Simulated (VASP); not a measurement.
# SnO (Pmn2_1) in VASP: single point with PBEsol

Aim: the single point of SnO with PBEsol.

Everything below comes from runs of VASP 6.6.1. Logs are shortened: lines on timing, memory, paths and dates and some standing lists are left out, and cuts for length are marked.

## (1) The cell of the first run

Symmetry: Pmn2_1, No. 31, orthorhombic system. The conventional cell has a = 3.355 Å, b = 5.674 Å, c = 4.222 Å, α = 90.00°, β = 90.00°, γ = 90.00°. Within 2.8 Å of Sn (site symmetry m) lie 3 O at 2.15 to 2.16 Å. O (site symmetry m) has 3 Sn at 2.15 to 2.16 Å within 2.8 Å.

## (2) Single point, PBEsol

INCAR

```
SYSTEM = SnO
ALGO = Normal
EDIFF = 1E-6
ENCUT = 520
GGA = PS
ISIF = 2
ISMEAR = 0
LASPH = .TRUE.
LCHARG = .FALSE.
LREAL = .FALSE.
LWAVE = .FALSE.
NBANDS = 28
NELM = 100
PREC = Accurate
SIGMA = 0.05
```

KPOINTS

```
k-points
0
G
  10 6 8
  0 0 0
```

POSCAR

```
SnO
1.0
    3.3550050000      0.0000000000      0.0000000000
    0.0000000000      5.6741040000      0.0000000000
    0.0000000000      0.0000000000      4.2219700000
Sn O
2 2
Direct
    0.0000000000      0.2319090000      0.5131440000
    0.5000000000      0.7680910000      0.0131440000
    0.0000000000      0.8912500000      0.7368570000
    0.5000000000      0.1087500000      0.2368570000
```

Potentials or basis: VASP PAW PBE potentials, release 64 (Sn_d, O).

Command:

```console
> cat potpaw_PBE.64/Sn_d/POTCAR potpaw_PBE.64/O/POTCAR > POTCAR
> mpirun -np 1 vasp_std > vasp.out
```

OUTCAR:

```text
SYSTEM = SnO
   EDIFF = 1E-6
   ENCUT = 520
   GGA = PS
   ISIF = 2
   ISMEAR = 0
   LASPH = .TRUE.
   LREAL = .FALSE.
   NELM = 100
   PREC = Accurate

 ion  position               nearest neighbor table
   1  0.000  0.232  0.513-   3 2.15   4 2.16   4 2.16
   2  0.500  0.768  0.013-   4 2.15   3 2.16   3 2.16
   3  0.000  0.891  0.737-   1 2.15   2 2.16   2 2.16
   4  0.500  0.109  0.237-   2 2.15   1 2.16   1 2.16

  LATTYP: Found a simple orthorhombic cell.
 ALAT       =     3.3550050000
 B/A-ratio  =     1.2584094510
 C/A-ratio  =     1.6912356315

  Lattice vectors:

 A1 = (  -3.3550050000,   0.0000000000,   0.0000000000)
 A2 = (   0.0000000000,   0.0000000000,   4.2219700000)
 A3 = (   0.0000000000,   5.6741040000,   0.0000000000)

Analysis of symmetry for initial positions (statically):
=====================================================================
 Subroutine PRICEL returns:
 Original cell was already a primitive cell.

 Routine SETGRP: Setting up the symmetry group for a
 simple orthorhombic supercell.

 Subroutine GETGRP returns: Found  4 space group operations
 (whereof  2 operations were pure point group operations)
 out of a pool of  8 trial point group operations.

The static configuration has the point symmetry C_1h.
 The point group associated with its full space group is C_2v.

Analysis of symmetry for dynamics (positions and initial velocities):
=====================================================================
 Subroutine PRICEL returns:
 Original cell was already a primitive cell.

 Routine SETGRP: Setting up the symmetry group for a
 simple orthorhombic supercell.

 Subroutine GETGRP returns: Found  4 space group operations
 (whereof  2 operations were pure point group operations)
 out of a pool of  8 trial point group operations.

The dynamic configuration has the point symmetry C_1h.
 The point group associated with its full space group is C_2v.

 Subroutine INISYM returns: Found  4 space group operations
 (whereof  2 operations are pure point group operations),
 and found     1 'primitive' translations

----------------------------------------------------------------------------------------

                                     Primitive cell

  volume of cell :      80.3722

  direct lattice vectors                    reciprocal lattice vectors
     3.355005000  0.000000000  0.000000000     0.298062149  0.000000000  0.000000000
     0.000000000  5.674104000  0.000000000     0.000000000  0.176239279  0.000000000
     0.000000000  0.000000000  4.221970000     0.000000000  0.000000000  0.236856254

  length of vectors
     3.355005000  5.674104000  4.221970000     0.298062149  0.176239279  0.236856254

  position of ions in fractional coordinates (direct lattice)
     0.000000000  0.231909000  0.513144000
     0.500000000  0.768091000  0.013144000
     0.000000000  0.891250000  0.736857000
     0.500000000  0.108750000  0.236857000

  ion indices of the primitive-cell ions
   primitive index   ion index
                 1           1
                 2           2
                 3           3
                 4           4

----------------------------------------------------------------------------------------

 KPOINTS: k-points

Automatic generation of k-mesh.
 Grid dimensions read from file:
 generate k-points for:   10    6    8

 Generating k-lattice:

  Cartesian coordinates                     Fractional coordinates (reciprocal lattice)
     0.029806215  0.000000000  0.000000000     0.100000000  0.000000000  0.000000000
     0.000000000  0.029373213  0.000000000     0.000000000  0.166666667  0.000000000
     0.000000000  0.000000000  0.029607032     0.000000000  0.000000000  0.125000000

  Length of vectors
     0.029806215  0.029373213  0.029607032

  Shift w.r.t. Gamma in fractional coordinates (k-lattice)
     0.000000000  0.000000000  0.000000000

 Subroutine IBZKPT returns following result:
 ===========================================

 Found    120 irreducible k-points:

 Following reciprocal coordinates:
            Coordinates               Weight
  0.000000  0.000000  0.000000      1.000000
  0.100000  0.000000  0.000000      2.000000
  0.200000  0.000000  0.000000      2.000000
  0.300000  0.000000  0.000000      2.000000
  0.400000  0.000000  0.000000      2.000000
  0.500000  0.000000  0.000000      1.000000
[... 16 lines left out ...]
  0.400000  0.500000  0.000000      2.000000
  0.500000  0.500000  0.000000      1.000000
 [... further k-points ...]
   k-points           NKPTS =    120   k-points in BZ     NKDIM =    120   number of bands    NBANDS=     28
   number of dos      NEDOS =    301   number of ions     NIONS =      4
   total plane-waves  NPLWV =  37632
   dimension x,y,z NGX =    28 NGY =   42 NGZ =   32
   dimension x,y,z NGXF=    56 NGYF=   84 NGZF=   64
   ions per type =               2   2
   NGX,Y,Z   is equivalent  to a cutoff of  13.87, 12.31, 12.60 a.u.
   NGXF,Y,Z  is equivalent  to a cutoff of  27.75, 24.61, 25.20 a.u.
 SYSTEM =  SnO
   PREC   = accura    normal or accurate (medium, high low for compatibility)
   ISTART =      0    job   : 0-new  1-cont  2-samecut
   ICHARG =      2    charge: 1-file 2-atom 10-const
   ISPIN  =      1    spin polarized calculation?
   LNONCOLLINEAR =      F non collinear calculations
   LSORBIT =      F    spin-orbit coupling
   LASPH  =      T    aspherical Exc in radial PAW
   ENCUT  =  520.0 eV  38.22 Ry    6.18 a.u.   6.24 10.55  7.85*2*pi/ulx,y,z
   NELM   =    100;   NELMIN=  2; NELMDL= -5     # of ELM steps
   EDIFF  = 0.1E-05   stopping-criterion for ELM
   LREAL  =      F    real-space projection
   EDIFFG = 0.1E-04   stopping-criterion for IOM
   NSW    =      0    number of steps for IOM
   IBRION =     -1    ionic relax: 0-MD 1-quasi-New 2-CG
   NFREE  =      0    steps in history (QN), initial steepest desc. (CG)
   ISIF   =      2    stress and relaxation
   ISYM   =      2    0-nonsym 1-usesym 2-fastsym
   POTIM  = 0.5000    time-step for ionic-motion
   TEBEG  =    0.0;   TEEND  =   0.0 temperature during run
   PSTRESS=    0.0 pullay stress
   NELECT =      40.0000    total number of electrons
   NUPDOWN=      -1.0000    fix difference up-down
   EMIN   =  10.00;   EMAX   =-10.00  energy-range for DOS
   EFERMI =   0.00;   METHOD = LEGACY
   ISMEAR =     0;   SIGMA  =   0.05  broadening in eV -4-tet -1-fermi 0-gaus
   EFERMI_NEDOS =   21; number of points for ismear=-14 and -15
   IALGO  =     38    algorithm
   IMIX   =      4    mixing-type and parameters
     AMIX     =   0.40;   BMIX     =  1.00
     AMIX_MAG =   1.60;   BMIX_MAG =  1.00
  volume/ion in A,a.u.               =      20.09       135.59
  Fermi-wavevector in a.u.,A,eV,Ry     =   1.297357  2.451650 22.900458  1.683136
  Thomas-Fermi vector in A             =   2.428755
   LORBIT       =      0    0 simple, 1 ext, 2 COOP (PROOUT), +10 PAW based schemes
   GGA     = PS    functional components
   LHFCALC =     F    Hartree Fock is set to
   AEXX    =    0.0000 exact exchange contribution
   IVDW    =     0    specifies the selected vdW correction
   LEPSILON=     F    determine dielectric tensor
   LRPA    =     F    only Hartree local field effects (RPA)
 non-spin polarized calculation
 Gauss-broadening in eV      SIGMA  =   0.05
  energy-cutoff  :      520.00
  volume of cell :       80.37
 maximum number of plane-waves:      2183
 NGX is ok and might be reduce to    28
   NGX = 13   NGY = 21   NGZ = 15

 number of electron      39.9999992 magnetization

 Free energy of the ion-electron system (eV)
  ---------------------------------------------------
  ext. energy  EPLUGINS =         0.00000000
  ---------------------------------------------------
  free energy    TOTEN  =       -23.79594365 eV

  energy without entropy =      -23.79594365  energy(sigma->0) =      -23.79594365

 E-fermi :   4.9184     XC(G=0):  -9.7645

 val. band max:        4.7072486282   @ k =   0.0000   0.0000   0.0000
 cond. band min:       5.9932259474   @ k =   0.4000   0.5000   0.0000
 fundamental gap:      1.2859773192
 Fermi energy:         4.9184212503

 k-point     1 :       0.0000    0.0000    0.0000
  band No.  band energies     occupation
      1     -16.4167      2.00000
      2     -16.0899      2.00000
      3     -16.0058      2.00000
      4     -15.9795      2.00000
      5     -15.9520      2.00000
      6     -15.9206      2.00000
[... 20 lines left out ...]
     27      13.3581      0.00000
     28      13.9403      0.00000

 k-point     2 :       0.1000    0.0000    0.0000
  band No.  band energies     occupation
      1     -16.4119      2.00000
      2     -16.0802      2.00000
      3     -16.0064      2.00000
      4     -15.9995      2.00000
      5     -15.9578      2.00000
      6     -15.9204      2.00000
[... 20 lines left out ...]
     27      13.4170      0.00000
     28      14.0332      0.00000

 k-point     3 :       0.2000    0.0000    0.0000
  band No.  band energies     occupation
      1     -16.4039      2.00000
      2     -16.1228      2.00000
      3     -16.0108      2.00000
      4     -15.9831      2.00000
      5     -15.9666      2.00000
      6     -15.9230      2.00000
[... 20 lines left out ...]
     27      13.1828      0.00000
     28      14.1521      0.00000

 k-point     4 :       0.3000    0.0000    0.0000
  band No.  band energies     occupation
      1     -16.4010      2.00000
      2     -16.2251      2.00000
      3     -15.9760      2.00000
      4     -15.9711      2.00000
      5     -15.9549      2.00000
      6     -15.9289      2.00000
[... 578 lines left out ...]
     27      13.4686      0.00000
     28      14.5740      0.00000

 k-point    23 :       0.4000    0.5000    0.0000
  band No.  band energies     occupation
      1     -16.4009      2.00000
      2     -16.3191      2.00000
      3     -15.9651      2.00000
      4     -15.9575      2.00000
      5     -15.9366      2.00000
      6     -15.9275      2.00000
[... 20 lines left out ...]
     27      12.7934      0.00000
     28      13.9623      0.00000

 k-point    24 :       0.5000    0.5000    0.0000
  band No.  band energies     occupation
      1     -16.3770      2.00000
      2     -16.3770      2.00000
      3     -15.9612      2.00000
      4     -15.9612      2.00000
      5     -15.9286      2.00000
      6     -15.9286      2.00000
[... 20 lines left out ...]
     27      13.2037      0.00000
     28      13.2037      0.00000

 [... further k-points ...]
[... 5 lines left out ...]
  --------------------------------------------------------------------------------------
  -------------------------------------------------------------------------------------
  Total       -1.7528990     -1.2955711     -1.2809799      0.0000000      0.0000000      0.0000000
  in kB      -34.9431352    -25.8265406    -25.5356722      0.0000000      0.0000000      0.0000000
  external PRESSURE =     -28.7684494 kB  Pullay stress =       0.0000000 kB

 VOLUME and BASIS-vectors are now :
 -----------------------------------------------------------------------------
  energy-cutoff  :      520.00
  volume of cell :       80.37
      direct lattice vectors                 reciprocal lattice vectors
     3.355005000  0.000000000  0.000000000     0.298062149  0.000000000  0.000000000
     0.000000000  5.674104000  0.000000000     0.000000000  0.176239279  0.000000000
     0.000000000  0.000000000  4.221970000     0.000000000  0.000000000  0.236856254

 POSITION                                       TOTAL-FORCE (eV/Angst)
 -----------------------------------------------------------------------------------
      0.00000      1.31588      2.16648         0.000000     -0.334842     -0.098234
      1.67750      4.35823      0.05549         0.000000      0.334842     -0.098234
      0.00000      5.05705      3.11099         0.000000      0.122120      0.098234
      1.67750      0.61706      1.00000         0.000000     -0.122120      0.098234
 -----------------------------------------------------------------------------------
    total drift:                                0.000000      0.000000     -0.000030

  FREE ENERGIE OF THE ION-ELECTRON SYSTEM (eV)
  ---------------------------------------------------
  free  energy   TOTEN  =       -23.7959436510 eV

  energy  without entropy=      -23.7959436510  energy(sigma->0) =      -23.79594365
```

Wall time 6.4 min (1 thread of Intel Xeon 8259CL, shared host); peak memory 0.34 GiB.

What came out:

| Quantity | Value |
| --- | --- |
| Free energy | -23.7959 eV |
| Pressure | -2.9 GPa |
| Largest force | 0.349 eV/Å |
| Band gap on the k mesh | 1.29 eV, indirect (least direct gap 1.92 eV) |

Forces on the atoms (eV/Å):
```
Sn   0.000 -0.335 -0.098
Sn   0.000  0.335 -0.098
O    0.000  0.122  0.098
O    0.000 -0.122  0.098
```

Stress tensor (GPa, compression positive):
```
-3.49  0.00  0.00
 0.00 -2.58  0.00
 0.00  0.00 -2.55
```

Caveat: the PAW data sets were made with another functional, which shifts forces and pressure a little; spin-orbit coupling is left out, which moves the levels of the heavy elements. A k mesh can miss the band edges.
